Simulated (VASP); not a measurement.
# Ir (C2/m) in VASP: single point with PBEsol

Aim: the single point of Ir with PBEsol.

Program: VASP 6.6.1. These are calculated values, not measurements. Logs are shortened: lines on timing, memory, paths and dates and some standing lists are left out, and cuts for length are marked.

**1. The cell of the first run**

Symmetry: C2/m, No. 12, monoclinic system. The conventional cell has a = 4.754 Å, b = 2.745 Å, c = 4.447 Å, α = 90.00°, β = 90.00°, γ = 90.00°. Ir (site symmetry m) has 3 Ir at 1.91 to 2.43 Å within 2.5 Å.

**2. Single point, PBEsol (shortest bond scaled by 0.7)**

INCAR reads:

```
SYSTEM = Ir
ALGO = Normal ; EDIFF = 1E-6
ENCUT = 560 ; GGA = PS
GGA_COMPAT = .False. ; ISIF = 2
ISMEAR = -1 ; LASPH = .True.
LCHARG = .True. ; LELF = .True.
LREAL = .False. ; LVHAR = .True.
LWAVE = .False. ; NBANDS = 24
NELM = 120 ; PREC = Accurate
SIGMA = 0.05
```

KPOINTS reads:

```
k-points
0
Gamma
  13 13 7
  0 0 0
```

POSCAR reads:

```
Ir
1.0
    2.7448628762      0.0000000000      0.0000000000
   -1.3724314381      2.3771209807      0.0000000000
    0.0000000000      0.0000000000      4.4466778595
Ir
2
Direct
    0.2333333333      0.6166666667      0.1750000000
    0.7666666667      0.3833333333      0.8250000000
```

Potentials or basis: VASP PAW PBE potentials, release 64 (Ir_sv_GW).

Command:

```
cat potpaw_PBE.64/Ir_sv_GW/POTCAR > POTCAR
mpirun -np 1 vasp_std > vasp.out
```

OUTCAR:

```text
SYSTEM = Ir
   EDIFF = 1E-6
   ENCUT = 560
   GGA = PS
   ISIF = 2
   ISMEAR = -1
   LASPH = .True.
   LREAL = .False.
   NELM = 120
   PREC = Accurate

 ion  position               nearest neighbor table
   1  0.233  0.617  0.175-   2 1.91   2 2.43   2 2.43   2 3.10
   2  0.767  0.383  0.825-   1 1.91   1 2.43   1 2.43   1 3.10

  LATTYP: Found a hexagonal cell.
 ALAT       =     2.7448628762
 C/A-ratio  =     1.6200000000

  Lattice vectors:

 A1 = (   2.7448628762,   0.0000000000,   0.0000000000)
 A2 = (  -1.3724314381,   2.3771209807,   0.0000000000)
 A3 = (   0.0000000000,   0.0000000000,   4.4466778595)

Analysis of symmetry for initial positions (statically):
=====================================================================
 Subroutine PRICEL returns:
 Original cell was already a primitive cell.

 Routine SETGRP: Setting up the symmetry group for a
 hexagonal supercell.

 Subroutine GETGRP returns: Found  4 space group operations
 (whereof  4 operations were pure point group operations)
 out of a pool of 24 trial point group operations.

The static configuration has the point symmetry C_2h.

Analysis of symmetry for dynamics (positions and initial velocities):
=====================================================================
 Subroutine PRICEL returns:
 Original cell was already a primitive cell.

 Routine SETGRP: Setting up the symmetry group for a
 hexagonal supercell.

 Subroutine GETGRP returns: Found  4 space group operations
 (whereof  4 operations were pure point group operations)
 out of a pool of 24 trial point group operations.

The dynamic configuration has the point symmetry C_2h.

 Subroutine INISYM returns: Found  4 space group operations
 (whereof  4 operations are pure point group operations),
 and found     1 'primitive' translations

----------------------------------------------------------------------------------------

                                     Primitive cell

  volume of cell :      29.0140

  direct lattice vectors                    reciprocal lattice vectors
     2.744862876  0.000000000  0.000000000     0.364316924  0.210338474  0.000000000
    -1.372431438  2.377120981  0.000000000     0.000000000  0.420676948  0.000000000
     0.000000000  0.000000000  4.446677860     0.000000000  0.000000000  0.224886990

  length of vectors
     2.744862876  2.744862876  4.446677860     0.420676948  0.420676948  0.224886990

  position of ions in fractional coordinates (direct lattice)
     0.233333333  0.616666667  0.175000000
     0.766666667  0.383333333  0.825000000

  ion indices of the primitive-cell ions
   primitive index   ion index
                 1           1
                 2           2

----------------------------------------------------------------------------------------

 KPOINTS: k-points

Automatic generation of k-mesh.
 Grid dimensions read from file:
 generate k-points for:   13   13    7

 Generating k-lattice:

  Cartesian coordinates                     Fractional coordinates (reciprocal lattice)
     0.028024379  0.016179883  0.000000000     0.076923077  0.000000000  0.000000000
     0.000000000  0.032359765  0.000000000     0.000000000  0.076923077  0.000000000
     0.000000000  0.000000000  0.032126713     0.000000000  0.000000000  0.142857143

  Length of vectors
     0.032359765  0.032359765  0.032126713

  Shift w.r.t. Gamma in fractional coordinates (k-lattice)
     0.000000000  0.000000000  0.000000000

 Subroutine IBZKPT returns following result:
 ===========================================

 Found    322 irreducible k-points:

 Following reciprocal coordinates:
            Coordinates               Weight
  0.000000  0.000000  0.000000      1.000000
  0.076923 -0.000000  0.000000      2.000000
  0.000000  0.076923  0.000000      4.000000
  0.153846 -0.000000  0.000000      2.000000
  0.000000  0.153846  0.000000      4.000000
  0.230769 -0.000000  0.000000      2.000000
[... 16 lines left out ...]
 -0.076923  0.384615  0.000000      4.000000
 -0.384615  0.307692  0.000000      4.000000
 [... further k-points ...]
   k-points           NKPTS =    322   k-points in BZ     NKDIM =    322   number of bands    NBANDS=     24
   number of dos      NEDOS =    301   number of ions     NIONS =      2
   total plane-waves  NPLWV =  20736
   dimension x,y,z NGX =    24 NGY =   24 NGZ =   36
   dimension x,y,z NGXF=    48 NGYF=   48 NGZF=   72
   ions per type =               2
   NGX,Y,Z   is equivalent  to a cutoff of  14.54, 14.54, 13.46 a.u.
   NGXF,Y,Z  is equivalent  to a cutoff of  29.07, 29.07, 26.92 a.u.
 SYSTEM =  Ir
   PREC   = accura    normal or accurate (medium, high low for compatibility)
   ISTART =      0    job   : 0-new  1-cont  2-samecut
   ICHARG =      2    charge: 1-file 2-atom 10-const
   ISPIN  =      1    spin polarized calculation?
   LNONCOLLINEAR =      F non collinear calculations
   LSORBIT =      F    spin-orbit coupling
   LASPH  =      T    aspherical Exc in radial PAW
   ENCUT  =  560.0 eV  41.16 Ry    6.42 a.u.   5.30  5.30  8.58*2*pi/ulx,y,z
   NELM   =    120;   NELMIN=  2; NELMDL= -5     # of ELM steps
   EDIFF  = 0.1E-05   stopping-criterion for ELM
   LREAL  =      F    real-space projection
   EDIFFG = 0.1E-04   stopping-criterion for IOM
   NSW    =      0    number of steps for IOM
   IBRION =     -1    ionic relax: 0-MD 1-quasi-New 2-CG
   NFREE  =      0    steps in history (QN), initial steepest desc. (CG)
   ISIF   =      2    stress and relaxation
   ISYM   =      2    0-nonsym 1-usesym 2-fastsym
   POTIM  = 0.5000    time-step for ionic-motion
   TEBEG  =    0.0;   TEEND  =   0.0 temperature during run
   PSTRESS=    0.0 pullay stress
   NELECT =      34.0000    total number of electrons
   NUPDOWN=      -1.0000    fix difference up-down
   EMIN   =  10.00;   EMAX   =-10.00  energy-range for DOS
   EFERMI =   0.00;   METHOD = LEGACY
   ISMEAR =    -1;   SIGMA  =   0.05  broadening in eV -4-tet -1-fermi 0-gaus
   EFERMI_NEDOS =   21; number of points for ismear=-14 and -15
   IALGO  =     38    algorithm
   IMIX   =      4    mixing-type and parameters
     AMIX     =   0.40;   BMIX     =  1.00
     AMIX_MAG =   1.60;   BMIX_MAG =  1.00
  volume/ion in A,a.u.               =      14.51        97.90
  Fermi-wavevector in a.u.,A,eV,Ry     =   1.725965  3.261601 40.531136  2.978954
  Thomas-Fermi vector in A             =   2.801366
   LORBIT       =      0    0 simple, 1 ext, 2 COOP (PROOUT), +10 PAW based schemes
   GGA     = PS    functional components
   LHFCALC =     F    Hartree Fock is set to
   AEXX    =    0.0000 exact exchange contribution
   IVDW    =     0    specifies the selected vdW correction
   LEPSILON=     F    determine dielectric tensor
   LRPA    =     F    only Hartree local field effects (RPA)
 non-spin polarized calculation
  energy-cutoff  :      560.00
  volume of cell :       29.01
 maximum number of plane-waves:       885
 NGX is ok and might be reduce to    24
   NGX = 11   NGY = 11   NGZ = 17

 number of electron      34.0000000 magnetization

 Free energy of the ion-electron system (eV)
  ---------------------------------------------------
  ext. energy  EPLUGINS =         0.00000000
  ---------------------------------------------------
  free energy    TOTEN  =       -13.72006192 eV

  energy without entropy =      -13.70074756  energy(sigma->0) =      -13.71040474

 E-fermi :  12.7202     XC(G=0): -14.2287

 val. band max:       12.7124576146   @ k =   0.1538   0.1538   0.2857
 cond. band min:      12.7204496445   @ k =   0.2308   0.4615   0.1429
 fundamental gap:      0.0079920299
 Fermi energy:        12.7202460081

 k-point     1 :       0.0000    0.0000    0.0000
  band No.  band energies     occupation
      1     -81.3603      2.00000
      2     -80.5579      2.00000
      3     -40.5834      2.00000
      4     -37.4964      2.00000
      5     -37.4608      2.00000
      6     -37.3348      2.00000
[... 16 lines left out ...]
     23      27.7452      0.00000
     24      32.5954      0.00000

 k-point     2 :       0.0769   -0.0000    0.0000
  band No.  band energies     occupation
      1     -81.3532      2.00000
      2     -80.5602      2.00000
      3     -40.5910      2.00000
      4     -37.5992      2.00000
      5     -37.5382      2.00000
      6     -37.2432      2.00000
[... 16 lines left out ...]
     23      28.2340      0.00000
     24      30.7630      0.00000

 k-point     3 :       0.0000    0.0769    0.0000
  band No.  band energies     occupation
      1     -81.3555      2.00000
      2     -80.5580      2.00000
      3     -40.5845      2.00000
      4     -37.6048      2.00000
      5     -37.4414      2.00000
      6     -37.3427      2.00000
[... 16 lines left out ...]
     23      28.0455      0.00000
     24      31.9565      0.00000

 k-point     4 :       0.1538   -0.0000    0.0000
  band No.  band energies     occupation
      1     -81.3333      2.00000
      2     -80.5680      2.00000
      3     -40.6149      2.00000
      4     -37.8090      2.00000
      5     -37.6312      2.00000
      6     -37.1608      2.00000
[... 16 lines left out ...]
     23      29.1052      0.00000
     24      29.5321      0.00000

 k-point     5 :       0.0000    0.1538    0.0000
  band No.  band energies     occupation
      1     -81.3422      2.00000
      2     -80.5593      2.00000
      3     -40.5895      2.00000
      4     -37.7962      2.00000
      5     -37.4533      2.00000
      6     -37.3670      2.00000
[... 16 lines left out ...]
     23      28.3398      0.00000
     24      29.9986      0.00000

 k-point     6 :       0.2308   -0.0000    0.0000
  band No.  band energies     occupation
      1     -81.3042      2.00000
      2     -80.5799      2.00000
      3     -40.6527      2.00000
      4     -38.0212      2.00000
      5     -37.7362      2.00000
      6     -37.1186      2.00000
[... 16 lines left out ...]
     23      28.5450      0.00000
     24      29.4981      0.00000
[... 379 lines left out ...]
 k-point    21 :      -0.3077    0.2308    0.0000
  band No.  band energies     occupation
      1     -81.3035      2.00000
      2     -80.5690      2.00000
      3     -40.6229      2.00000
      4     -38.1546      2.00000
      5     -37.5819      2.00000
      6     -37.3296      2.00000
[... 16 lines left out ...]
     23      26.8438      0.00000
     24      29.1076      0.00000

 k-point    22 :       0.3077    0.0769    0.0000
  band No.  band energies     occupation
      1     -81.2566      2.00000
      2     -80.5992      2.00000
      3     -40.7151      2.00000
      4     -38.2851      2.00000
      5     -37.8837      2.00000
      6     -37.0886      2.00000
[... 16 lines left out ...]
     23      25.0636      0.00000
     24      28.2833      0.00000

 k-point    23 :      -0.0769    0.3846    0.0000
  band No.  band energies     occupation
      1     -81.2936      2.00000
      2     -80.5628      2.00000
      3     -40.6047      2.00000
      4     -38.2641      2.00000
      5     -37.6880      2.00000
      6     -37.3469      2.00000
[... 16 lines left out ...]
     23      25.9699      0.00000
     24      27.3646      0.00000

 k-point    24 :      -0.3846    0.3077    0.0000
  band No.  band energies     occupation
      1     -81.2851      2.00000
      2     -80.5712      2.00000
      3     -40.6317      2.00000
      4     -38.3182      2.00000
      5     -37.6117      2.00000
      6     -37.3786      2.00000
[... 16 lines left out ...]
     23      26.0716      0.00000
     24      27.8045      0.00000

 [... further k-points ...]
[... 5 lines left out ...]
  --------------------------------------------------------------------------------------
  -------------------------------------------------------------------------------------
  Total       21.4628159     10.3248888     35.5406068      9.6457278      9.7413852     16.8725748
  in kB     1185.1946338    570.1489896   1962.5820125    532.6451523    537.9274300    931.7176838
  external PRESSURE =    1239.3085453 kB  Pullay stress =       0.0000000 kB

 VOLUME and BASIS-vectors are now :
 -----------------------------------------------------------------------------
  energy-cutoff  :      560.00
  volume of cell :       29.01
      direct lattice vectors                 reciprocal lattice vectors
     2.744862876  0.000000000  0.000000000     0.364316924  0.210338474  0.000000000
    -1.372431438  2.377120981  0.000000000     0.000000000  0.420676948  0.000000000
     0.000000000  0.000000000  4.446677860     0.000000000  0.000000000  0.224886990

 POSITION                                       TOTAL-FORCE (eV/Angst)
 -----------------------------------------------------------------------------------
     -0.20586      1.46589      0.77817        10.697263      6.176068     25.901811
      1.57830      0.91123      3.66851       -10.697263     -6.176068    -25.901811
 -----------------------------------------------------------------------------------
    total drift:                               -0.000000      0.000000     -0.000000

  FREE ENERGIE OF THE ION-ELECTRON SYSTEM (eV)
  ---------------------------------------------------
  free  energy   TOTEN  =       -13.7200619225 eV

  energy  without entropy=      -13.7007475609  energy(sigma->0) =      -13.71040474
```

It took 2.3 min on 1 thread of Intel Xeon Platinum 8375C at 2.90GHz (Ice Lake), shared host; peak memory 0.33 GiB.

Results:

```
Free energy            : -13.7201 eV
Pressure               : 123.9 GPa
Largest force          : 28.696 eV/Å
Band gap on the k mesh : zero (bands 17 and 18 overlap by 1.91 eV)
```

Forces on the atoms (eV/Å):
```
Ir   10.697   6.176  25.902
Ir  -10.697  -6.176 -25.902
```

Caveat: the cell differs from its parent crystal (shortest bond scaled by 0.7); atoms lie so close that the PAW spheres overlap strongly, which falsifies energies and pressures; the stress differs along the axes, from 57 to 196 GPa; the PAW data sets were made with another functional, which shifts forces and pressure a little; spin-orbit coupling is left out, which moves the levels of the heavy elements.
